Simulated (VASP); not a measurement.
# Al6N5 (a cell with a defect) in VASP: further runs

The runs below take Al6N5 (a cell with a defect) through single point, with PBEsol.

Program: VASP 6.6.1. These are calculated values, not measurements. Logs are shortened: lines on timing, memory, paths and dates and some standing lists are left out, and cuts for length are marked.

## (1) The cell of the first run

The cell holds a defect, 11 atoms: a = 5.295 Å, b = 5.295 Å, c = 5.295 Å, α = 65.36°, β = 65.36°, γ = 65.36°.

## (2) Single point, PBEsol

Contents of INCAR:

```
SYSTEM = Al6N5
PREC     = Accurate       ! precision mode
ENCUT    = 520            ! plane-wave cutoff, eV
EDIFF    = 1E-6           ! SCF threshold, eV
ISMEAR   = 0              ! smearing method
SIGMA    = 0.05           ! smearing width, eV
LREAL    = .False.        ! projectors in reciprocal space
LASPH    = .True.         ! aspherical terms in the spheres
NELM     = 80             ! most SCF steps
ALGO     = Normal         ! electronic algorithm
ISIF     = 2              ! what is computed and relaxed
LWAVE    = .False.        ! write WAVECAR
LCHARG   = .False.        ! write CHGCAR
GGA      = PS             ! functional
NELECT   = 40.0         
NBANDS   = 32             ! bands
```

Contents of KPOINTS:

```
regular mesh
0
Gamma
  6 6 6
  0 0 0
```

Contents of POSCAR:

```
Al6N5
1.0
   -3.3014697842      0.0000000000      4.1398709024
    1.6507348921     -2.8591567030      4.1398709024
    1.6507348921      2.8591567030      4.1398709024
Al N
6 5
Direct
    0.2500000000      0.9166666667      0.5833333333
    0.5833333333      0.2500000000      0.9166666667
    0.9166666667      0.5833333333      0.2500000000
    0.7500000000      0.0833333333      0.4166666667
    0.0833333333      0.4166666667      0.7500000000
    0.4166666667      0.7500000000      0.0833333333
    0.4166666667      0.0833333333      0.7500000000
    0.7500000000      0.4166666667      0.0833333333
    0.9807814234      0.2240649497      0.6024231866
    0.2500000000      0.5833333333      0.9166666667
    0.5833333333      0.9166666667      0.2500000000
```

Potentials or basis: VASP PAW PBE potentials, release 64 (Al, N).

Launch:

```bash
$ cat potpaw_PBE.64/Al/POTCAR potpaw_PBE.64/N/POTCAR > POTCAR
$ mpirun -np 1 vasp_std > vasp.out
```

OUTCAR:

```text
SYSTEM = Al6N5
   PREC = Accurate
   ENCUT = 520
   EDIFF = 1E-6
   ISMEAR = 0
   LREAL = .False.
   LASPH = .True.
   NELM = 80
   ISIF = 2
   GGA = PS
   NELECT = 40.0

 ion  position               nearest neighbor table
   1  0.250  0.917  0.583-   9 1.67  11 1.91  10 1.91   7 2.07   4 2.81   4 2.81   5 2.81   6 2.81
                             5 2.81   6 2.81   2 3.30   3 3.30   2 3.30   3 3.30   2 3.30   3 3.30
   2  0.583  0.250  0.917-  10 1.91  11 1.91   9 2.06   8 2.07   7 2.07   6 2.81   6 2.81   4 2.81
                             5 2.81   5 2.81   4 2.81   3 3.30   1 3.30   1 3.30   3 3.30   1 3.30
   3  0.917  0.583  0.250-  10 1.91  11 1.91   9 2.06   8 2.07   5 2.81   5 2.81   4 2.81   6 2.81
                             6 2.81   4 2.81   2 3.30   1 3.30   1 3.30   1 3.30   2 3.30   2 3.30
   4  0.750  0.083  0.417-   7 1.91   8 1.91  11 2.07   9 2.32   1 2.81   1 2.81   3 2.81   2 2.81
                             3 2.81   2 2.81   5 3.30   6 3.30   6 3.30   5 3.30   6 3.30   5 3.30
   5  0.083  0.417  0.750-   9 1.85   8 1.91   7 1.91  10 2.07   3 2.81   3 2.81   1 2.81   2 2.81
                             2 2.81   1 2.81   6 3.30   4 3.30   4 3.30   6 3.30   6 3.30   4 3.30
   6  0.417  0.750  0.083-   8 1.91   7 1.91  10 2.07  11 2.07   2 2.81   2 2.81   3 2.81   1 2.81
                             3 2.81   1 2.81   5 3.30   4 3.30   4 3.30   4 3.30   5 3.30   5 3.30
   7  0.417  0.083  0.750-   4 1.91   6 1.91   5 1.91   2 2.07   1 2.07
   8  0.750  0.417  0.083-   5 1.91   6 1.91   4 1.91   3 2.07   2 2.07
   9  0.981  0.224  0.602-   1 1.67   5 1.85   3 2.06   2 2.06   4 2.32
  10  0.250  0.583  0.917-   2 1.91   3 1.91   1 1.91   5 2.07   6 2.07
  11  0.583  0.917  0.250-   1 1.91   2 1.91   3 1.91   4 2.07   6 2.07

  LATTYP: Found a trigonal (rhomboedric) cell.
 ALAT       =     5.2951141465
 COS(alpha) =     0.4168835952

  Lattice vectors:

 A1 = (  -3.3014697842,   0.0000000000,   4.1398709024)
 A2 = (   1.6507348921,  -2.8591567030,   4.1398709024)
 A3 = (   1.6507348921,   2.8591567030,   4.1398709024)

Analysis of symmetry for initial positions (statically):
=====================================================================
 Subroutine PRICEL returns:
 Original cell was already a primitive cell.

 Routine SETGRP: Setting up the symmetry group for a
 trigonal (rhombohedral) supercell.

 Subroutine GETGRP returns: Found  1 space group operations
 (whereof  1 operations were pure point group operations)
 out of a pool of 12 trial point group operations.

The static configuration has the point symmetry C_1 .

Analysis of symmetry for dynamics (positions and initial velocities):
=====================================================================
 Subroutine PRICEL returns:
 Original cell was already a primitive cell.

 Routine SETGRP: Setting up the symmetry group for a
 trigonal (rhombohedral) supercell.

 Subroutine GETGRP returns: Found  1 space group operations
 (whereof  1 operations were pure point group operations)
 out of a pool of 12 trial point group operations.

The dynamic configuration has the point symmetry C_1 .

 Subroutine INISYM returns: Found  1 space group operations
 (whereof  1 operations are pure point group operations),
 and found     1 'primitive' translations

----------------------------------------------------------------------------------------

                                     Primitive cell

  volume of cell :     117.2339

  direct lattice vectors                    reciprocal lattice vectors
    -3.301469784  0.000000000  4.139870902    -0.201930264  0.000000000  0.080517809
     1.650734892 -2.859156703  4.139870902     0.100965132 -0.174876739  0.080517809
     1.650734892  2.859156703  4.139870902     0.100965132  0.174876739  0.080517809

  length of vectors
     5.295114147  5.295114147  5.295114147     0.217391235  0.217391235  0.217391235

  position of ions in fractional coordinates (direct lattice)
     0.250000000  0.916666667  0.583333333
     0.583333333  0.250000000  0.916666667
     0.916666667  0.583333333  0.250000000
     0.750000000  0.083333333  0.416666667
     0.083333333  0.416666667  0.750000000
     0.416666667  0.750000000  0.083333333
     0.416666667  0.083333333  0.750000000
     0.750000000  0.416666667  0.083333333
     0.980781423  0.224064950  0.602423187
     0.250000000  0.583333333  0.916666667
     0.583333333  0.916666667  0.250000000

  ion indices of the primitive-cell ions
   primitive index   ion index
                 1           1
                 2           2
                 3           3
                 4           4
                 5           5
                 6           6
                 7           7
                 8           8
                 9           9
                10          10
                11          11

----------------------------------------------------------------------------------------

 KPOINTS: regular mesh

Automatic generation of k-mesh.
 Grid dimensions read from file:
 generate k-points for:    6    6    6

 Generating k-lattice:

  Cartesian coordinates                     Fractional coordinates (reciprocal lattice)
    -0.033655044  0.000000000  0.013419635     0.166666667  0.000000000  0.000000000
     0.016827522 -0.029146123  0.013419635     0.000000000  0.166666667  0.000000000
     0.016827522  0.029146123  0.013419635     0.000000000  0.000000000  0.166666667

  Length of vectors
     0.036231873  0.036231873  0.036231873

  Shift w.r.t. Gamma in fractional coordinates (k-lattice)
     0.000000000  0.000000000  0.000000000

 Subroutine IBZKPT returns following result:
 ===========================================

 Found    112 irreducible k-points:

 Following reciprocal coordinates:
            Coordinates               Weight
  0.000000  0.000000  0.000000      1.000000
  0.166667 -0.000000 -0.000000      2.000000
 -0.000000  0.166667 -0.000000      2.000000
 -0.000000 -0.000000  0.166667      2.000000
  0.333333  0.000000  0.000000      2.000000
  0.000000  0.333333 -0.000000      2.000000
[... 16 lines left out ...]
 -0.166667  0.500000 -0.000000      2.000000
  0.166667 -0.000000  0.500000      2.000000
 [... further k-points ...]
   k-points           NKPTS =    112   k-points in BZ     NKDIM =    112   number of bands    NBANDS=     32
   number of dos      NEDOS =    301   number of ions     NIONS =     11
   total plane-waves  NPLWV =  64000
   dimension x,y,z NGX =    40 NGY =   40 NGZ =   40
   dimension x,y,z NGXF=    80 NGYF=   80 NGZF=   80
   ions per type =               6   5
   NGX,Y,Z   is equivalent  to a cutoff of  12.56, 12.56, 12.56 a.u.
   NGXF,Y,Z  is equivalent  to a cutoff of  25.12, 25.12, 25.12 a.u.
 SYSTEM =  Al6N5
   PREC   = accura    normal or accurate (medium, high low for compatibility)
   ISTART =      0    job   : 0-new  1-cont  2-samecut
   ICHARG =      2    charge: 1-file 2-atom 10-const
   ISPIN  =      1    spin polarized calculation?
   LNONCOLLINEAR =      F non collinear calculations
   LSORBIT =      F    spin-orbit coupling
   LASPH  =      T    aspherical Exc in radial PAW
   ENCUT  =  520.0 eV  38.22 Ry    6.18 a.u.   9.85  9.85  9.85*2*pi/ulx,y,z
   NELM   =     80;   NELMIN=  2; NELMDL= -5     # of ELM steps
   EDIFF  = 0.1E-05   stopping-criterion for ELM
   LREAL  =      F    real-space projection
   EDIFFG = 0.1E-04   stopping-criterion for IOM
   NSW    =      0    number of steps for IOM
   IBRION =     -1    ionic relax: 0-MD 1-quasi-New 2-CG
   NFREE  =      0    steps in history (QN), initial steepest desc. (CG)
   ISIF   =      2    stress and relaxation
   ISYM   =      2    0-nonsym 1-usesym 2-fastsym
   POTIM  = 0.5000    time-step for ionic-motion
   TEBEG  =    0.0;   TEEND  =   0.0 temperature during run
   PSTRESS=    0.0 pullay stress
   NELECT =      40.0000    total number of electrons
   NUPDOWN=      -1.0000    fix difference up-down
   EMIN   =  10.00;   EMAX   =-10.00  energy-range for DOS
   EFERMI =   0.00;   METHOD = LEGACY
   ISMEAR =     0;   SIGMA  =   0.05  broadening in eV -4-tet -1-fermi 0-gaus
   EFERMI_NEDOS =   21; number of points for ismear=-14 and -15
   IALGO  =     38    algorithm
   IMIX   =      4    mixing-type and parameters
     AMIX     =   0.40;   BMIX     =  1.00
     AMIX_MAG =   1.60;   BMIX_MAG =  1.00
  volume/ion in A,a.u.               =      10.66        71.92
  Fermi-wavevector in a.u.,A,eV,Ry     =   1.143959  2.161769 17.805152  1.308642
  Thomas-Fermi vector in A             =   2.280652
   LORBIT       =      0    0 simple, 1 ext, 2 COOP (PROOUT), +10 PAW based schemes
   GGA     = PS    functional components
   LHFCALC =     F    Hartree Fock is set to
   AEXX    =    0.0000 exact exchange contribution
   IVDW    =     0    specifies the selected vdW correction
   LEPSILON=     F    determine dielectric tensor
   LRPA    =     F    only Hartree local field effects (RPA)
 non-spin polarized calculation
 Gauss-broadening in eV      SIGMA  =   0.05
  energy-cutoff  :      520.00
  volume of cell :      117.23
 maximum number of plane-waves:      3199
   NGX = 19   NGY = 19   NGZ = 19

 number of electron      40.0000000 magnetization

 Free energy of the ion-electron system (eV)
  ---------------------------------------------------
  ext. energy  EPLUGINS =         0.00000000
  ---------------------------------------------------
  free energy    TOTEN  =      -101.43280345 eV

  energy without entropy =     -101.42909897  energy(sigma->0) =     -101.43095121

 E-fermi :   6.6362     XC(G=0): -10.7657

 val. band max:        6.6350487137   @ k =   0.1667  -0.0000  -0.0000
 cond. band min:       6.6362747304   @ k =  -0.0000   0.1667  -0.0000
 fundamental gap:      0.0012260167
 Fermi energy:         6.6361990520

 k-point     1 :       0.0000    0.0000    0.0000
  band No.  band energies     occupation
      1      -8.9380      2.00000
      2      -6.8467      2.00000
      3      -6.6958      2.00000
      4      -6.3174      2.00000
      5      -5.7422      2.00000
      6       0.9446      2.00000
[... 24 lines left out ...]
     31      16.2238      0.00000
     32      16.4493      0.00000
[... 774 lines left out ...]
      2      -7.6964      2.00000
      3      -6.8933      2.00000
      4      -6.2868      2.00000
      5      -5.8626      2.00000
      6       0.5413      2.00000
[... 24 lines left out ...]
     31      15.5738      0.00000
     32      16.4570      0.00000

 [... further k-points ...]
[... 5 lines left out ...]
  --------------------------------------------------------------------------------------
  -------------------------------------------------------------------------------------
  Total      -26.1130071    -31.8059701    -31.5918386     -3.9685535     -1.4216955      1.7951979
  in kB     -356.8733603   -434.6762291   -431.7498001    -54.2362283    -19.4295992     24.5340686
  external PRESSURE =    -407.7664632 kB  Pullay stress =       0.0000000 kB

 VOLUME and BASIS-vectors are now :
 -----------------------------------------------------------------------------
  energy-cutoff  :      520.00
  volume of cell :      117.23
      direct lattice vectors                 reciprocal lattice vectors
    -3.301469784  0.000000000  4.139870902    -0.201930264  0.000000000  0.080517809
     1.650734892 -2.859156703  4.139870902     0.100965132 -0.174876739  0.080517809
     1.650734892  2.859156703  4.139870902     0.100965132  0.174876739  0.080517809

 POSITION                                       TOTAL-FORCE (eV/Angst)
 -----------------------------------------------------------------------------------
      1.65073     -0.95305      7.24477        -4.042892      2.278199      2.145651
      0.00000      1.90610      7.24477        -0.674279     -0.088130      0.325947
     -1.65073     -0.95305      7.24477        -0.379731      0.594014     -2.552041
     -1.65073      0.95305      5.17484         1.670502     -0.980362     -0.266826
      1.65073      0.95305      5.17484         0.129416      2.203027      1.406852
     -0.00000     -1.90610      5.17484        -1.863489     -1.078485     -0.049539
     -0.00000      1.90610      5.17484        -1.006247      0.155005      1.617693
     -1.65073     -0.95305      5.17484         0.264433      0.549749      0.378763
     -1.87371      1.08179      7.48186         5.648736     -4.263907     -3.001398
      1.65073      0.95305      7.24477         0.455715     -0.399991      0.006785
      0.00000     -1.90610      7.24477        -0.202165      1.030881     -0.011887
 -----------------------------------------------------------------------------------
    total drift:                                0.000004     -0.000050      0.000065

  FREE ENERGIE OF THE ION-ELECTRON SYSTEM (eV)
  ---------------------------------------------------
  free  energy   TOTEN  =      -101.4328034465 eV

  energy  without entropy=     -101.4290989679  energy(sigma->0) =     -101.43095121
```

It took 12 min on 1 thread of Intel Xeon 8259CL, shared host; peak memory 0.44 GiB.

Results:

| Property | Result |
| --- | --- |
| Free energy | -101.4328 eV |
| Largest force | 7.687 eV/Å |

Forces on the atoms (eV/Å):
```
Al  -4.043  2.278  2.146
Al  -0.674 -0.088  0.326
Al  -0.380  0.594 -2.552
Al   1.671 -0.980 -0.267
Al   0.129  2.203  1.407
Al  -1.863 -1.078 -0.050
N   -1.006  0.155  1.618
N    0.264  0.550  0.379
N    5.649 -4.264 -3.001
N    0.456 -0.400  0.007
N   -0.202  1.031 -0.012
```

Levels at points of the mesh, in eV from the Fermi level:
```
           k point  band 17  band 18  band 19  band 20  band 21  band 22  band 23  band 24
(0.00, 0.00, 0.00)    -1.73    -0.51    -0.44    -0.01     0.40     4.02     4.14     5.14
(0.50, 0.00, 0.00)    -1.50    -1.12    -0.68    -0.24     0.37     3.20     4.30     4.84
(0.00, 0.50, 0.00)    -1.32    -1.13    -0.62    -0.17     0.14     3.13     4.14     4.85
(0.00, 0.00, 0.50)    -1.22    -1.08    -0.32    -0.17     0.06     3.16     4.35     4.87
(0.50, 0.50, 0.00)    -1.69    -1.50    -0.68    -0.26     0.11     3.66     3.95     4.77
(0.50, 0.00, 0.50)    -1.67    -1.31    -0.69    -0.17     0.12     3.80     3.83     4.57
(0.00, 0.50, 0.50)    -1.73    -1.36    -0.51    -0.05     0.08     3.64     4.05     4.57
(0.50, 0.50, 0.50)    -1.74    -1.67    -1.48    -1.33     1.02     3.57     3.71     3.96
```

Caveat: the cell carries a net charge on a neutralising background, which shifts energy and pressure; the cell differs from its parent crystal (atoms taken out, atom 9 moved 0.000 of the way to it and +0.350 Å across, host rigid); the cell is charged against a uniform background, so pressure and absolute levels hang on convention; the PAW data sets were made with another functional, which shifts forces and pressure a little.

(Continued in part 2 of 2.)
